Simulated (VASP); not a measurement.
Write the native input for VASP 6.6.1 that does the following.

```yaml
Task: single point
Functional: r2SCAN
Potentials_or_basis: VASP PAW PBE potentials, release 64 (Ti_sv, Se)
Cutoff: 550 eV
k_mesh: 5 × 5 × 5
Occupations: gaussian, width 0.05 eV
Spin: collinear spin, zero start
Starting_moments: "[0.0, 0.0] μB"
Dipole_correction: no
Further_INCAR_settings: ALGO = Normal; EDIFF = 1e-06; NBANDS = 20
```

Crystal: TiSe.

```
Ti Se
1.0
     0.00000    3.10300    3.10300
     3.10300    0.00000    3.10300
     3.10300    3.10300    0.00000
Ti Se
1 1
Cartesian
  0.0000 0.0000 0.0000
  1.5515 1.5515 1.5515
```

These files were run (other wordings do the same):

POSCAR

```
TiSe
1.0
    0.0000000000      3.1030036500      3.1030036500
    3.1030036500      0.0000000000      3.1030036500
    3.1030036500      3.1030036500      0.0000000000
Ti Se
1 1
Direct
    0.0000000000      0.0000000000      0.0000000000
    0.2500000000      0.2500000000      0.2500000000
```

INCAR.step1

```
PREC = Accurate
ENCUT = 550
ISMEAR = 0
SIGMA = 0.05
LREAL = False
LASPH = True
NELM = 200
ISPIN = 2
MAGMOM = 0 0
LMAXMIX = 4
NBANDS = 20
GGA = PE
ALGO = Normal
EDIFF = 1E-5
LWAVE = True
LCHARG = False
GGA_COMPAT = False
```

INCAR.step2

```
PREC = Accurate
ENCUT = 550
EDIFF = 1E-6
ISMEAR = 0
SIGMA = 0.05
LREAL = False
LASPH = True
NELM = 200
ALGO = Normal
ISIF = 2
LWAVE = False
LCHARG = False
ISPIN = 2
MAGMOM = 0 0
LORBIT = 11
LMAXMIX = 4
METAGGA = R2SCAN
LMIXTAU = True
NBANDS = 20
ISTART = 1
GGA_COMPAT = False
```

KPOINTS

```
Automatic mesh
0
Gamma
  5 5 5
```

Potentials or basis: VASP PAW PBE potentials, release 64 (Ti_sv, Se).

The run is started by

```bash
$ cat potpaw_PBE.64/Ti_sv/POTCAR potpaw_PBE.64/Se/POTCAR > POTCAR
$ cp INCAR.step1 INCAR
$ mpirun -np 1 vasp_std > vasp.out
$ cp INCAR.step2 INCAR
$ mpirun -np 1 vasp_std > vasp.out
```

Results of the run:

```json
{
  "Pressure": "-11.3 GPa",
  "Band gap on the k mesh": "zero (filled and empty bands overlap)",
  "Net moment": "0.00 μB per cell",
  "Valence electrons inside the program's atomic spheres": "Ti 10.01; Se 3.90"
}
```

Caveat: the cell stands under tension; the PAW data sets were made with another functional, which shifts forces and pressure a little.

Wall time 4.8 min on 1 thread of Intel Xeon 8259CL, on a shared host, peak memory 0.26 GiB.
